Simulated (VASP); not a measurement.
# TePb: relaxation of cell and atoms with revPBE

The system is TePb.

```xyz
2
Lattice="4.0023 0.0000 0.0000 0.0000 4.0023 0.0000 0.0000 0.0000 4.0023" Properties=species:S:1:pos:R:3 pbc="T T T"
Pb    0.0000    0.0000    0.0000
Te    2.0011    2.0011    2.0011
```

```json
{
 "Program": "VASP 6.6.1",
 "Task": "relaxation of cell and atoms",
 "Functional": "revPBE",
 "Potentials or basis": "VASP PAW PBE potentials, release 64 (Pb_d, Te)",
 "Cutoff": "600 eV",
 "k mesh": "7 × 7 × 7",
 "Occupations": "fermi-dirac, width 0.05 eV",
 "Spin": "no spin polarisation",
 "Dipole correction": "no",
 "Further INCAR settings": "ALGO = Normal; EDIFF = 1e-06; IBRION = 2; EDIFFG = -0.005; NSW = 80; ISIF = 3"
}
```

The relaxed volume is 32.94 Å³/atom and the relaxed cell is a = 4.039 Å, b = 4.039 Å, c = 4.039 Å, α = 90.00°, β = 90.00°, γ = 90.00°. The space group after relaxing (to 0.05 Å) is Pm-3m (No. 221). The energy gained by relaxing is 2.9 meV/atom. The ionic steps are 3 and the pressure after relaxing is 0.0 GPa. The band gap on the k mesh is zero (band 10 reaches 6.34 eV, above the bottom of band 11 at 5.63 eV).

Step by step:
```csv
step,energy change (eV),largest force (eV/Å),pressure (GPa),volume (Å³)
1,0.0000,0.0000,1.09,64.11
2,-0.0058,0.0000,-0.15,66.15
3,-0.0059,0.0000,0.00,65.88
```

Final structure:
```
CELL_PARAMETERS angstrom
4.03879 0.00000 0.00000
0.00000 4.03879 0.00000
0.00000 0.00000 4.03879
ATOMIC_POSITIONS crystal
Pb 0.00000 0.00000 0.00000
Te 0.50000 0.50000 0.50000
```

Levels at points of the mesh, in eV from the Fermi level:
```csv
k point,band 8,band 9,band 10,band 11,band 12,band 13
"(0.00, 0.00, 0.00)",-1.52,-1.52,-1.52,4.04,4.04,5.07
```

It took 35 s on 1 thread of Intel(R) Xeon(R) Platinum 8259CL CPU @ 2.50GHz (Skylake/Cascade Lake) (shared host), peak memory 0.19 GiB.

Caveat: the PAW data sets were made with another functional, which shifts forces and pressure a little; spin-orbit coupling is left out, which moves the levels of the heavy elements.
